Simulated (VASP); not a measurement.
Set up this calculation in VASP 6.6.1, as the native input.

- Task: single point
- Functional: PBE
- Potentials or basis: VASP PAW PBE potentials, release 64 (Bi_d, Te)
- Cutoff: 520 eV
- k mesh: 12 × 12 × 8
- Occupations: gaussian, width 0.1 eV
- Spin: no spin polarisation
- Dipole correction: no
- Further INCAR settings: ALGO = Normal; EDIFF = 1e-06; NBANDS = 29

The structure of BiTe lies in POSCAR:

```
BiTe
1.0
    3.2511941624      3.2511941624      0.0000000000
   -3.2511941624      3.2511941624      0.0000000000
    0.0000000000      0.0000000000      6.6974599745
Bi Te
2 2
Direct
    0.0000000000      0.0000000000      0.0000000000
    0.5000000000      0.5000000000      0.5000000000
    0.5000000000      0.5000000000      0.0000000000
    0.0000000000      0.0000000000      0.5000000000
```

This cell differs from its parent crystal: strain along c alone, the other axes held: +3.0 %.

The input as run:

INCAR

```
SYSTEM = BiTe
ALGO     = Normal         ! electronic algorithm
EDIFF    = 1E-6           ! SCF threshold, eV
ENCUT    = 520            ! plane-wave cutoff, eV
GGA      = PE             ! functional
ISIF     = 2              ! what is computed and relaxed
ISMEAR   = 0              ! smearing method
LASPH    = .TRUE.         ! aspherical terms in the spheres
LCHARG   = .TRUE.         ! write CHGCAR
LELF     = .TRUE.         ! ELF
LREAL    = .FALSE.        ! projectors in reciprocal space
LVHAR    = .TRUE.       
LWAVE    = .FALSE.        ! write WAVECAR
NBANDS   = 29             ! bands
NELM     = 80             ! most SCF steps
PREC     = Accurate       ! precision mode
SIGMA    = 0.1            ! smearing width, eV
```

KPOINTS

```
k-points
0
G
  12 12 8
  0 0 0
```

Potentials or basis: VASP PAW PBE potentials, release 64 (Bi_d, Te).

Command:

```console
$ cat potpaw_PBE.64/Bi_d/POTCAR potpaw_PBE.64/Te/POTCAR > POTCAR
$ mpirun -np 1 vasp_std > vasp.out
```

It gave:

- Pressure: -1.2 GPa
- Band gap on the k mesh: zero (band 21 reaches 8.77 eV, above the bottom of band 22 at 5.30 eV)

Caveat: the cell differs from its parent crystal (strain along c alone, the other axes held: +3.0 %); spin-orbit coupling is left out, which moves the levels of the heavy elements.

It took 9 min on 1 thread of Oxide Virtual Turin-like Processor, with other jobs on the host, peak memory 0.56 GiB.
